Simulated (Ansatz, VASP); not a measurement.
**Co: VASP beside Ansatz**

File INCAR:

```
PREC = Accurate
ENCUT = 520
EDIFF = 1E-6
ISMEAR = 0
SIGMA = 0.2
LREAL = F
LASPH = T
NELM = 80
ALGO = Normal
ISIF = 2
LWAVE = F
LCHARG = F
GGA = PE
NBANDS = 16
```

File KPOINTS:

```
Automatic mesh
0
Gamma
  15 15 8
```

Contents of POSCAR:

```
Co
1.0
    2.4583936733      0.0000000000      0.0000000000
   -1.2291968366      2.1290313736      0.0000000000
    0.0000000000      0.0000000000      3.9606917934
Co
2
Direct
    0.3333333333      0.6666666667      0.2500000000
    0.6666666667      0.3333333333      0.7500000000
```

Input for Ansatz:

```yaml
crystal:
  lattice:
    - [2.4583936733, 0.0, 0.0]
    - [-1.2291968366, 2.1290313736, 0.0]
    - [0.0, 0.0, 3.9606917934]
  atoms:
    - { symbol: Co, position: [0.3333333333, 0.6666666667, 0.25] }
    - { symbol: Co, position: [0.6666666667, 0.3333333333, 0.75] }
hamiltonian:
  xc: pbe
  pseudopotentials:
    kind: paw
    azcp:
      Co: "pseudopotentials/Co.paw.azcp"
basis:
  ecutwfc: 420
  fft_grid_basis: typed
kpoints:
  mp_grid: { grid: [15, 15, 8], shift: [0, 0, 0] }
magnetization:
  spin_polarized: false
scf:
  occupations: { method: gaussian, width: 0.2 }
  lower_state_search: "off"
output:
  stress: true
```

Alike in both runs: task single point; functional PBE; k mesh 15 × 15 × 8; occupations gaussian, width 0.2 eV; no spin polarisation.

|  | VASP | Ansatz |
| --- | --- | --- |
| version | VASP 6.6.1 | Ansatz 0.2.0 |
| potentials or method | VASP PAW PBE potentials, release 64 (Co), cutoff 520 eV | plane waves (420 eV) with PAW, scalar-relativistic |
| valence electrons in the cell | 18 | 34 |

|  | VASP | Ansatz | Ansatz less VASP |
| --- | --- | --- | --- |
| pressure (GPa) | -0.9 | -0.5 | +0.48 |
| traceless stress, the component that is largest in VASP (GPa) | -0.02 | 0.08 | +0.099 |

The functional is the same, so the differences come from potentials, cutoffs and numerics. VASP's potentials hold 18 valence electrons a cell and Ansatz's 34, so a difference there can come from the potentials and not from the codes.
